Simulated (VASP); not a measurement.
AlN, 2 atoms in the cell. Symmetry: Cm, No. 8, monoclinic system. Conventional cell: a = 5.350 Å, b = 3.089 Å, c = 3.089 Å, α = 90.00°, β = 125.26°, γ = 90.00°. Within 1.9 Å of Al (site symmetry m) lie 1 N at 1.40 Å. Within 1.9 Å of N (site symmetry m) lie 1 Al at 1.40 Å.  This cell differs from its parent crystal: atom 1 (Al) moved by (-0.450, -0.225) A along [1 1 0] and z.

* Program: VASP 6.6.1
* Task: single point
* Functional: PBE
* Potentials or basis: VASP PAW PBE potentials, release 64 (Al, N)
* Cutoff: 520 eV
* k mesh: 10 × 10 × 10
* Occupations: gaussian, width 0.05 eV
* Spin: no spin polarisation
* Dipole correction: no
* Further INCAR settings: ALGO = Normal; EDIFF = 1e-06; NBANDS = 11

Potentials or basis: VASP PAW PBE potentials, release 64 (Al, N).

Command:

```bash
$ cat potpaw_PBE.64/Al/POTCAR potpaw_PBE.64/N/POTCAR > POTCAR
$ mpirun -np 1 vasp_std > vasp.out
```

Hardware: 1 thread of Intel(R) Xeon(R) 6975P-C (Granite Rapids) (shared host).

Question: Estimate the wall time of this run.

Answer: Run time: 24 s on 1 thread of Intel(R) Xeon(R) 6975P-C (Granite Rapids), on a shared host, peak memory 0.18 GiB. Counts: scf iterations 13, k points 282.
